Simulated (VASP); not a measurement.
# Mg2Cd3S5 (I4/mmm) in VASP: single point with PBE

Aim: the single point of Mg2Cd3S5 with PBE.

Program: VASP 6.6.1. These are calculated values, not measurements. Logs are shortened: lines on timing, memory, paths and dates and some standing lists are left out, and cuts for length are marked.

## 1. The cell of the first run

The structure is tetragonal, space group I4/mmm (No. 139). The conventional cell has a = 3.820 Å, b = 3.820 Å, c = 27.016 Å, α = 90.00°, β = 90.00°, γ = 90.00°. Within 3.4 Å of Mg (site symmetry 4mm) lie 6 S at 2.58 to 2.70 Å. Within 3.6 Å of Cd (site symmetry 4mm) lie 6 S at 2.70 to 2.77 Å. Within 3.6 Å of Cd (site symmetry 4/mmm) lie 6 S at 2.70 to 2.80 Å. Within 3.5 Å of S (site symmetry 4mm) lie 1 Mg at 2.65 Å and 5 Cd at 2.70 to 2.80 Å. Within 3.6 Å of S (site symmetry 4/mmm) lie 6 Cd at 2.70 to 2.77 Å. Within 3.4 Å of S (site symmetry 4mm) lie 5 Mg at 2.58 to 2.70 Å and 1 Cd at 2.71 Å.

## 2. Single point, PBE

Contents of INCAR:

```
ALGO     = Normal         # electronic algorithm
EDIFF    = 1E-6           # SCF threshold, eV
ENCUT    = 520            # plane-wave cutoff, eV
GGA      = PE             # functional
ISIF     = 2              # what is computed and relaxed
ISMEAR   = 0              # smearing method
LASPH    = T              # aspherical terms in the spheres
LCHARG   = F              # write CHGCAR
LREAL    = F              # projectors in reciprocal space
LWAVE    = F              # write WAVECAR
NBANDS   = 46             # bands
NELM     = 100            # most SCF steps
PREC     = Accurate       # precision mode
SIGMA    = 0.1            # smearing width, eV
```

Contents of KPOINTS:

```
k-points
0
Gamma
  6 6 6
```

Contents of POSCAR:

```
Mg2Cd3S5
1.0
   -1.9099172023      1.9099172023     13.5077551419
    1.9099172023     -1.9099172023     13.5077551419
    1.9099172023      1.9099172023    -13.5077551419
Mg Cd S
2 3 5
Direct
    0.7983365049      0.7983365049      0.0000000000
    0.2016634951      0.2016634951      0.0000000000
    0.3974979516      0.3974979516      0.0000000000
    0.0000000000      0.0000000000      0.0000000000
    0.6025020484      0.6025020484      0.0000000000
    0.8963181332      0.8963181332      0.0000000000
    0.5000000000      0.5000000000      0.0000000000
    0.1036818668      0.1036818668      0.0000000000
    0.7029113682      0.7029113682      0.0000000000
    0.2970886318      0.2970886318      0.0000000000
```

Potentials or basis: VASP PAW PBE potentials, release 64 (Mg, Cd, S).

Run with:

```
cat potpaw_PBE.64/Mg/POTCAR potpaw_PBE.64/Cd/POTCAR potpaw_PBE.64/S/POTCAR > POTCAR
mpirun -np 1 vasp_std > vasp.out
```

OUTCAR:

```text
EDIFF = 1E-6
   ENCUT = 520
   GGA = PE
   ISIF = 2
   ISMEAR = 0
   LASPH = T
   LREAL = F
   NELM = 100
   PREC = Accurate

 ion  position               nearest neighbor table
   1  0.798  0.798  0.000-   9 2.58   6 2.65  10 2.70  10 2.70  10 2.70  10 2.70
   2  0.202  0.202  0.000-  10 2.58   8 2.65   9 2.70   9 2.70   9 2.70   9 2.70
   3  0.397  0.397  0.000-   6 2.70   6 2.70   6 2.70   6 2.70  10 2.71   7 2.77
   4  0.000  0.000  0.000-   7 2.70   7 2.70   7 2.70   7 2.70   8 2.80   6 2.80
   5  0.603  0.603  0.000-   8 2.70   8 2.70   8 2.70   8 2.70   9 2.71   7 2.77
   6  0.896  0.896  0.000-   1 2.65   3 2.70   3 2.70   3 2.70   3 2.70   4 2.80
   7  0.500  0.500  0.000-   4 2.70   4 2.70   4 2.70   4 2.70   5 2.77   3 2.77
   8  0.104  0.104  0.000-   2 2.65   5 2.70   5 2.70   5 2.70   5 2.70   4 2.80
   9  0.703  0.703  0.000-   1 2.58   2 2.70   2 2.70   2 2.70   2 2.70   5 2.71
  10  0.297  0.297  0.000-   2 2.58   1 2.70   1 2.70   1 2.70   1 2.70   3 2.71

  LATTYP: Found a body centered tetragonal cell.
 ALAT       =     3.8198344046
 C/A-ratio  =     7.0724296978

  Lattice vectors:

 A1 = (  -1.9099172023,   1.9099172023,  13.5077551419)
 A2 = (   1.9099172023,  -1.9099172023,  13.5077551419)
 A3 = (   1.9099172023,   1.9099172023, -13.5077551419)

Analysis of symmetry for initial positions (statically):
=====================================================================
 Subroutine PRICEL returns:
 Original cell was already a primitive cell.

 Routine SETGRP: Setting up the symmetry group for a
 body centered tetragonal supercell.

 Subroutine GETGRP returns: Found 16 space group operations
 (whereof 16 operations were pure point group operations)
 out of a pool of 16 trial point group operations.

The static configuration has the point symmetry D_4h.

Analysis of symmetry for dynamics (positions and initial velocities):
=====================================================================
 Subroutine PRICEL returns:
 Original cell was already a primitive cell.

 Routine SETGRP: Setting up the symmetry group for a
 body centered tetragonal supercell.

 Subroutine GETGRP returns: Found 16 space group operations
 (whereof 16 operations were pure point group operations)
 out of a pool of 16 trial point group operations.

The dynamic configuration has the point symmetry D_4h.

 Subroutine INISYM returns: Found 16 space group operations
 (whereof 16 operations are pure point group operations),
 and found     1 'primitive' translations

----------------------------------------------------------------------------------------

                                     Primitive cell

  volume of cell :     197.0935

  direct lattice vectors                    reciprocal lattice vectors
    -1.909917202  1.909917202 13.507755142     0.000000000  0.261791453  0.037015773
     1.909917202 -1.909917202 13.507755142     0.261791453  0.000000000  0.037015773
     1.909917202  1.909917202-13.507755142     0.261791453  0.261791453  0.000000000

  length of vectors
    13.775159397 13.775159397 13.775159397     0.264395409  0.264395409  0.370229024

  position of ions in fractional coordinates (direct lattice)
     0.798336505  0.798336505  0.000000000
     0.201663495  0.201663495  0.000000000
     0.397497952  0.397497952  0.000000000
     0.000000000  0.000000000  0.000000000
     0.602502048  0.602502048  0.000000000
     0.896318133  0.896318133  0.000000000
     0.500000000  0.500000000  0.000000000
     0.103681867  0.103681867  0.000000000
     0.702911368  0.702911368  0.000000000
     0.297088632  0.297088632  0.000000000

  ion indices of the primitive-cell ions
   primitive index   ion index
                 1           1
                 2           2
                 3           3
                 4           4
                 5           5
                 6           6
                 7           7
                 8           8
                 9           9
                10          10

----------------------------------------------------------------------------------------

 KPOINTS: k-points

Automatic generation of k-mesh.
 Grid dimensions read from file:
 generate k-points for:    6    6    6

 Generating k-lattice:

  Cartesian coordinates                     Fractional coordinates (reciprocal lattice)
     0.000000000  0.043631909  0.006169296     0.166666667 -0.000000000  0.000000000
     0.043631909  0.000000000  0.006169296    -0.000000000  0.166666667  0.000000000
     0.043631909  0.043631909  0.000000000     0.000000000  0.000000000  0.166666667

  Length of vectors
     0.044065902  0.044065902  0.061704837

  Shift w.r.t. Gamma in fractional coordinates (k-lattice)
     0.000000000  0.000000000  0.000000000

 Subroutine IBZKPT returns following result:
 ===========================================

 Found     30 irreducible k-points:

 Following reciprocal coordinates:
            Coordinates               Weight
  0.000000  0.000000  0.000000      1.000000
  0.166667  0.000000 -0.000000      8.000000
  0.333333  0.000000 -0.000000      8.000000
  0.500000  0.000000 -0.000000      4.000000
  0.166667  0.166667 -0.000000      8.000000
  0.333333  0.166667 -0.000000     16.000000
[... 16 lines left out ...]
 -0.333333 -0.333333  0.166667      8.000000
 -0.166667 -0.333333  0.166667      8.000000
 [... further k-points ...]
   k-points           NKPTS =     30   k-points in BZ     NKDIM =     30   number of bands    NBANDS=     46
   number of dos      NEDOS =    301   number of ions     NIONS =     10
   total plane-waves  NPLWV = ******
   dimension x,y,z NGX =   108 NGY =  108 NGZ =  108
   dimension x,y,z NGXF=   216 NGYF=  216 NGZF=  216
   ions per type =               2   3   5
   NGX,Y,Z   is equivalent  to a cutoff of  13.03, 13.03, 13.03 a.u.
   NGXF,Y,Z  is equivalent  to a cutoff of  26.07, 26.07, 26.07 a.u.
 SYSTEM =  unknown system
   PREC   = accura    normal or accurate (medium, high low for compatibility)
   ISTART =      0    job   : 0-new  1-cont  2-samecut
   ICHARG =      2    charge: 1-file 2-atom 10-const
   ISPIN  =      1    spin polarized calculation?
   LNONCOLLINEAR =      F non collinear calculations
   LSORBIT =      F    spin-orbit coupling
   LASPH  =      T    aspherical Exc in radial PAW
   ENCUT  =  520.0 eV  38.22 Ry    6.18 a.u.  25.61 25.61 25.61*2*pi/ulx,y,z
   NELM   =    100;   NELMIN=  2; NELMDL= -5     # of ELM steps
   EDIFF  = 0.1E-05   stopping-criterion for ELM
   LREAL  =      F    real-space projection
   EDIFFG = 0.1E-04   stopping-criterion for IOM
   NSW    =      0    number of steps for IOM
   IBRION =     -1    ionic relax: 0-MD 1-quasi-New 2-CG
   NFREE  =      0    steps in history (QN), initial steepest desc. (CG)
   ISIF   =      2    stress and relaxation
   ISYM   =      2    0-nonsym 1-usesym 2-fastsym
   POTIM  = 0.5000    time-step for ionic-motion
   TEBEG  =    0.0;   TEEND  =   0.0 temperature during run
   PSTRESS=    0.0 pullay stress
   NELECT =      70.0000    total number of electrons
   NUPDOWN=      -1.0000    fix difference up-down
   EMIN   =  10.00;   EMAX   =-10.00  energy-range for DOS
   EFERMI =   0.00;   METHOD = LEGACY
   ISMEAR =     0;   SIGMA  =   0.10  broadening in eV -4-tet -1-fermi 0-gaus
   EFERMI_NEDOS =   21; number of points for ismear=-14 and -15
   IALGO  =     38    algorithm
   IMIX   =      4    mixing-type and parameters
     AMIX     =   0.40;   BMIX     =  1.00
     AMIX_MAG =   1.60;   BMIX_MAG =  1.00
  volume/ion in A,a.u.               =      19.71       133.01
  Fermi-wavevector in a.u.,A,eV,Ry     =   1.159356  2.190865 18.287672  1.344106
  Thomas-Fermi vector in A             =   2.295949
   LORBIT       =      0    0 simple, 1 ext, 2 COOP (PROOUT), +10 PAW based schemes
   GGA     = PE    functional components
   LHFCALC =     F    Hartree Fock is set to
   AEXX    =    0.0000 exact exchange contribution
   IVDW    =     0    specifies the selected vdW correction
   LEPSILON=     F    determine dielectric tensor
   LRPA    =     F    only Hartree local field effects (RPA)
 non-spin polarized calculation
 Gauss-broadening in eV      SIGMA  =   0.10
  energy-cutoff  :      520.00
  volume of cell :      197.09
 maximum number of plane-waves:      5327
 NGX is ok and might be reduce to   108
   NGX = 51   NGY = 51   NGZ = 51

 number of electron      70.0000002 magnetization

 Free energy of the ion-electron system (eV)
  ---------------------------------------------------
  ext. energy  EPLUGINS =         0.00000000
  ---------------------------------------------------
  free energy    TOTEN  =       -34.44139680 eV

  energy without entropy =      -34.44139680  energy(sigma->0) =      -34.44139680

 E-fermi :   3.5802     XC(G=0): -10.0467

 val. band max:        3.2061953363   @ k =   0.5000   0.0000  -0.0000
 cond. band min:       3.9244168110   @ k =   0.5000   0.5000   0.5000
 fundamental gap:      0.7182214748
 Fermi energy:         3.5802474245

 k-point     1 :       0.0000    0.0000    0.0000
  band No.  band energies     occupation
      1      -9.6457      2.00000
      2      -9.2584      2.00000
      3      -9.1626      2.00000
      4      -8.7889      2.00000
      5      -8.2150      2.00000
      6      -4.6776      2.00000
[... 38 lines left out ...]
     45       9.9042      0.00000
     46      10.4730      0.00000

 k-point     2 :       0.1667    0.0000   -0.0000
  band No.  band energies     occupation
      1      -9.4793      2.00000
      2      -9.1306      2.00000
      3      -9.0108      2.00000
      4      -8.6986      2.00000
      5      -8.1791      2.00000
      6      -4.6576      2.00000
[... 1070 lines left out ...]
 k-point    24 :      -0.1667   -0.3333    0.1667
  band No.  band energies     occupation
      1      -9.4644      2.00000
      2      -9.1997      2.00000
      3      -8.9407      2.00000
      4      -8.7107      2.00000
      5      -8.1826      2.00000
      6      -4.6575      2.00000
[... 38 lines left out ...]
     45      10.2834      0.00000
     46      10.6430      0.00000

 [... further k-points ...]

------------------------ aborting loop because EDIFF is reached ----------------------------------------

  FORCE on cell =-STRESS in cart. coord.  units (eV):
  Direction    XX          YY          ZZ          XY          YZ          ZX
  --------------------------------------------------------------------------------------
  -------------------------------------------------------------------------------------
  Total        0.1818641      0.1818641      0.2426280      0.0000000      0.0000000      0.0000000
  in kB        1.4783770      1.4783770      1.9723284      0.0000000      0.0000000      0.0000000
  external PRESSURE =       1.6430275 kB  Pullay stress =       0.0000000 kB

 VOLUME and BASIS-vectors are now :
 -----------------------------------------------------------------------------
  energy-cutoff  :      520.00
  volume of cell :      197.09
      direct lattice vectors                 reciprocal lattice vectors
    -1.909917202  1.909917202 13.507755142     0.000000000  0.261791453  0.037015773
     1.909917202 -1.909917202 13.507755142     0.261791453  0.000000000  0.037015773
     1.909917202  1.909917202-13.507755142     0.261791453  0.261791453  0.000000000

 POSITION                                       TOTAL-FORCE (eV/Angst)
 -----------------------------------------------------------------------------------
      0.00000      0.00000     21.56747        -0.000000     -0.000000     -0.001212
      0.00000      0.00000      5.44804         0.000000      0.000000      0.001212
      0.00000      0.00000     10.73861        -0.000000     -0.000000     -0.011682
      0.00000      0.00000      0.00000         0.000000      0.000000      0.000000
      0.00000      0.00000     16.27690         0.000000      0.000000      0.011682
      0.00000      0.00000     24.21449        -0.000000     -0.000000     -0.022170
      0.00000      0.00000     13.50776         0.000000      0.000000      0.000000
      0.00000      0.00000      2.80102         0.000000      0.000000      0.022170
      0.00000      0.00000     18.98951         0.000000      0.000000      0.019558
      0.00000      0.00000      8.02600        -0.000000     -0.000000     -0.019558
 -----------------------------------------------------------------------------------
    total drift:                                0.000000     -0.000000      0.000000

  FREE ENERGIE OF THE ION-ELECTRON SYSTEM (eV)
  ---------------------------------------------------
  free  energy   TOTEN  =       -34.4413968007 eV

  energy  without entropy=      -34.4413967955  energy(sigma->0) =      -34.44139680
```

It took 1.6 h on 1 thread of Intel Xeon 8259CL, shared host; peak memory 2 GiB.

Results:

```yaml
Free_energy: -34.4414 eV
Pressure: 0.2 GPa
Largest_force: 0.022 eV/Å
Band_gap_on_the_k_mesh: 0.72 eV (least direct gap 1.23 eV)
```

Forces in eV/Å, atoms in the order of the input:
```
Mg   0.000  0.000 -0.001
Mg   0.000  0.000  0.001
Cd   0.000  0.000 -0.012
Cd   0.000  0.000  0.000
Cd   0.000  0.000  0.012
S    0.000  0.000 -0.022
S    0.000  0.000  0.000
S    0.000  0.000  0.022
S    0.000  0.000  0.020
S    0.000  0.000 -0.020
```

Caveat: semilocal functionals underestimate gaps, and a narrow one can read as zero.
